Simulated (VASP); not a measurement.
The system is HPbNO4.

```
H Pb N O
1.0
     4.19923    0.11117    0.16817
     1.91600    3.89132    0.12568
     1.76085    1.25259    6.37266
H Pb N O
1 1 1 4
Cartesian
  6.1559 3.5396 4.2374
  3.9410 4.7367 5.7714
  2.1622 1.5295 2.0021
  6.1170 3.6060 5.2180
  2.2525 1.0554 0.8130
  2.1821 0.7481 2.9790
  2.0545 2.7723 2.1460
```

Base run:

| Item | Value |
| --- | --- |
| Program | VASP 6.6.1 |
| Functional | BLYP |
| Potentials or basis | VASP PAW PBE potentials, release 64 (H, Pb_d, N, O) |
| Cutoff | 520 eV |
| k mesh | 7 × 7 × 5 |
| Occupations | fermi-dirac, width 0.05 eV |
| Spin | no spin polarisation |

Its results: band gap on the k mesh 2.74 eV (least direct gap 2.76 eV); pressure 3.1 GPa; largest force 0.893 eV/Å.

Task: The run is repeated on the same cell with these changes: functional from BLYP to r2SCAN; k mesh from 7 × 7 × 5 to 5 × 5 × 4. What comes out?

Result: Band gap on the k mesh 3.17 eV; pressure -2.3 GPa; largest force 0.266 eV/Å.

Several settings changed at once.

Caveats: the standard files for N, O and F lose accuracy on very short bonds; the PAW data sets were made with another functional, which shifts forces and pressure a little; spin-orbit coupling is left out, which moves the levels of the heavy elements; an odd mesh through Γ misses points on the zone boundary, where band edges can lie; the cell stands under pressure (at least some runs).
